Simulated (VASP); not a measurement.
Write the native input for VASP 6.6.1 that does the following.

```yaml
Task: single point
Functional: PBEsol
Potentials_or_basis: VASP PAW PBE potentials, release 64 (Co, O)
Cutoff: 520 eV
k_mesh: 9 × 9 × 9
Occupations: fermi-dirac, width 0.05 eV
Spin: collinear spin, ferromagnetic start
Starting_moments: "[0.5, 0.0] μB"
Fixed_moment: 0.5 μB
Dipole_correction: no
Further_INCAR_settings: ALGO = Normal; EDIFF = 1e-06; NBANDS = 18
```

The structure of CoO lies in POSCAR:

```
CoO
1.0
    1.5054695445      0.8691832468      2.4399269062
   -1.5054695445      0.8691832468      2.4399269062
    0.0000000000     -1.7383664936      2.4399269062
Co O
1 1
Direct
    0.0000000000      0.0000000000      0.0000000000
    0.5000000000      0.5000000000      0.5000000000
```

These files were run (other wordings do the same):

INCAR

```
  PREC = Accurate
  ENCUT = 520
  EDIFF = 1E-6
  ISMEAR = -1
  SIGMA = 0.05
  LREAL = F
  LASPH = T
  NELM = 150
  ALGO = Normal
  ISIF = 2
  LWAVE = F
  LCHARG = F
  ISPIN = 2
  MAGMOM = 0.5 0
  LORBIT = 11
  NUPDOWN = 0.5
  LMAXMIX = 4
  GGA = PS
  NBANDS = 18
```

KPOINTS

```
Automatic mesh
0
Gamma
  9 9 9
```

Potentials or basis: VASP PAW PBE potentials, release 64 (Co, O).

Launch:

```bash
$ cat potpaw_PBE.64/Co/POTCAR potpaw_PBE.64/O/POTCAR > POTCAR
$ mpirun -np 1 vasp_std > vasp.out
```

It gave:

```json
{
  "Pressure": "-26.5 GPa",
  "Net moment": "0.50 μB per cell",
  "Site moments": "Co +0.51; O -0.01 μB",
  "Valence electrons inside the program's atomic spheres": "Co 7.92; O 4.89"
}
```

Caveat: the cell stands under tension; the PAW data sets were made with another functional, which shifts forces and pressure a little; the total moment is fixed, so each spin has its own Fermi level; a cell with one magnetic atom can't hold antiferromagnetic order, which such compounds often take.

It took 24 s on 1 thread of Intel(R) Xeon(R) 6975P-C (Granite Rapids) (shared host), peak memory 0.18 GiB.
